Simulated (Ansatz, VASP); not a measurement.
# One calculation of Cu, two programs

INCAR

```
SYSTEM = Cu
PREC     = Accurate       ! precision mode
ENCUT    = 600            ! plane-wave cutoff, eV
EDIFF    = 1E-6           ! SCF threshold, eV
ISMEAR   = 0              ! smearing method
SIGMA    = 0.1            ! smearing width, eV
LREAL    = .False.        ! projectors in reciprocal space
LASPH    = .True.         ! aspherical terms in the spheres
NELM     = 80             ! most SCF steps
ALGO     = Normal         ! electronic algorithm
ISIF     = 3              ! what is computed and relaxed
LWAVE    = .False.        ! write WAVECAR
LCHARG   = .False.        ! write CHGCAR
GGA      = PE             ! functional
IBRION   = 2              ! ionic algorithm
NSW      = 100            ! ionic steps
EDIFFG   = -0.005         ! ionic threshold
```

The input KPOINTS:

```
Automatic mesh
0
Gamma
  20 20 20
  0 0 0
```

Contents of POSCAR:

```
Cu
1.0
    0.0000000000      1.7887153400      1.7887153400
    1.7887153400      0.0000000000      1.7887153400
    1.7887153400      1.7887153400      0.0000000000
Cu
1
Direct
    0.0000000000      0.0000000000      0.0000000000
```

Input for Ansatz:

```yaml
crystal:
  lattice:
    - [0.0, 1.78871534, 1.78871534]
    - [1.78871534, 0.0, 1.78871534]
    - [1.78871534, 1.78871534, 0.0]
  atoms:
    - { symbol: Cu, position: [0.0, 0.0, 0.0] }
basis:
  ecutwfc: 420
kpoints:
  mp_grid: { grid: [20, 20, 20] }
hamiltonian:
  xc: pbe
scf:
  occupations: { method: gaussian, width: 0.1 }
output:
  forces: true
  stress: true
  eigenvalues: true
  write_density: true
  write_potential: true
  elf: true
  volumetric_format: npy
relax:
  adjacent_minimum: "off"
  f_tol: 0.005
  max_steps: 80
  cell: { stress_tol: 0.05 }
```

Alike in both runs: task relaxation of cell and atoms; functional PBE; k mesh 20 × 20 × 20; occupations gaussian, width 0.1 eV; no spin polarisation.

|  | VASP | Ansatz |
| --- | --- | --- |
| version | VASP 6.6.1 | Ansatz 0.2.0 |
| potentials or method | VASP PAW PBE potentials, release 64 (Cu), cutoff 600 eV | scalar-relativistic, plane waves, PAW |
| valence electrons in the cell | 11 | 19 |

```tsv
	VASP	Ansatz	Ansatz less VASP
gap on the k mesh at the Fermi level, each at its own relaxed structure (eV)	none	none	-
relaxed volume (Å³/atom)	12.01	11.96	-0.051
relaxed length of the cell vector where the two differ most in proportion (Å)	2.570	2.567	-0.0037
```

A gap of «none» marks a metal or a gap that the smearing closes. VASP's potentials hold 11 valence electrons a cell and Ansatz's 19, so a difference there can come from the potentials and not from the codes.
